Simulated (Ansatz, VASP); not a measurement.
**One calculation of SiB2, two programs**

File INCAR:

```
SYSTEM = SiB2
ALGO = Normal
EDIFF = 1E-6
ENCUT = 520
GGA = PE
ISIF = 2
ISMEAR = 0
LASPH = .TRUE.
LCHARG = .FALSE.
LREAL = .FALSE.
LWAVE = .FALSE.
NBANDS = 12
NELM = 60
PREC = Accurate
SIGMA = 0.1
```

File KPOINTS:

```
k-points
0
G
  6 6 4
  0 0 0
```

File POSCAR:

```
SiB2
1.0
    2.8628270500      0.0000000000      0.0000000000
   -1.4314135200      2.4792809500      0.0000000000
    0.0000000000      0.0000000000      4.3548535700
Si B
1 2
Direct
    0.6666666700      0.3333333300      0.0000000000
    0.0000000000      0.0000000000      0.3075542000
    0.0000000000      0.0000000000      0.6924458000
```

Input for Ansatz:

```yaml
crystal:
  lattice:
    - [2.86282705, 0.0, 0.0]
    - [-1.43141352, 2.47928095, 0.0]
    - [0.0, 0.0, 4.35485357]
  atoms:
    - { symbol: Si, position: [0.66666667, 0.33333333, 0.0] }
    - { symbol: B, position: [0.0, 0.0, 0.3075542] }
    - { symbol: B, position: [0.0, 0.0, 0.6924458] }
basis:
  ecutwfc: 420
kpoints:
  mp_grid: { grid: [6, 6, 4] }
hamiltonian:
  xc: pbe
scf:
  occupations: { method: gaussian, width: 0.1 }
  lower_state_search: "off"
output:
  forces: true
  stress: true
  eigenvalues: true
```

Alike in both runs: task single point; functional PBE; k mesh 6 × 6 × 4; occupations gaussian, width 0.1 eV; no spin polarisation.

```csv
,VASP,Ansatz
version,VASP 6.6.1,Ansatz 0.2.0
potentials or method,"VASP PAW PBE potentials, release 64 (Si, B), cutoff 520 eV","scalar-relativistic, plane waves, PAW"
valence electrons in the cell,10,10
```

|  | VASP | Ansatz | Ansatz less VASP |
| --- | --- | --- | --- |
| gap on the k mesh at the Fermi level (eV) | none | none | - |
| pressure (GPa) | 4.2 | 4.3 | +0.07 |
| traceless stress, the component that is largest in VASP (GPa) | 2.59 | 2.67 | +0.076 |
| rms of the force components (eV/Å) | 0.324 | 0.329 | +0.0049 |

Atom by atom the forces differ by 0.005 eV/Å (rms over components). A gap of «none» marks a metal or a gap that the smearing closes.

The k mesh is coarse, so the values compare programs but aren't converged.
